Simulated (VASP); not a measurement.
Wanted: the native input for a VASP 6.6.1 run.

```yaml
Task: single point
Functional: PBE
Potentials_or_basis: VASP PAW PBE potentials, release 64 (Cd, S)
Cutoff: 520 eV
k_mesh: 12 × 12 × 4
Occupations: gaussian, width 0.01 eV
Spin: no spin polarisation
Dipole_correction: no
Further_INCAR_settings: ALGO = Normal; EDIFF = 1e-07; NBANDS = 26
```

The structure of CdS lies in POSCAR:

```
CdS
1.0
    4.1646012620      0.0000000000      0.0000000000
   -2.0823006310      3.6066504895      0.0000000000
    0.0000000000      0.0000000000      6.7660105241
Cd S
2 2
Direct
    0.3333333333      0.6666666667     -0.0009631138
    0.6666666667      0.3333333333      0.4990368862
    0.3333333333      0.6666666667      0.3759631138
    0.6666666667      0.3333333333      0.8759631138
```

These files were run (other wordings do the same):

INCAR

```
ALGO = Normal
EDIFF = 1E-7
ENCUT = 520
GGA = PE
ISIF = 2
ISMEAR = 0
LASPH = True
LCHARG = False
LREAL = False
LWAVE = False
NBANDS = 26
NELM = 100
PREC = Accurate
SIGMA = 0.01
```

KPOINTS

```
k-points
0
Gamma
  12 12 4
```

Potentials or basis: VASP PAW PBE potentials, release 64 (Cd, S).

Run with:

```sh
$ cat potpaw_PBE.64/Cd/POTCAR potpaw_PBE.64/S/POTCAR > POTCAR
$ mpirun -np 1 vasp_std > vasp.out
```

It gave:

```json
{
 "Pressure": "1.7 GPa",
 "Band gap on the k mesh": "1.18 eV"
}
```

Wall time 76 s on 1 thread of Intel(R) Xeon(R) 6975P-C (Granite Rapids), with other jobs on the host, peak memory 0.28 GiB.
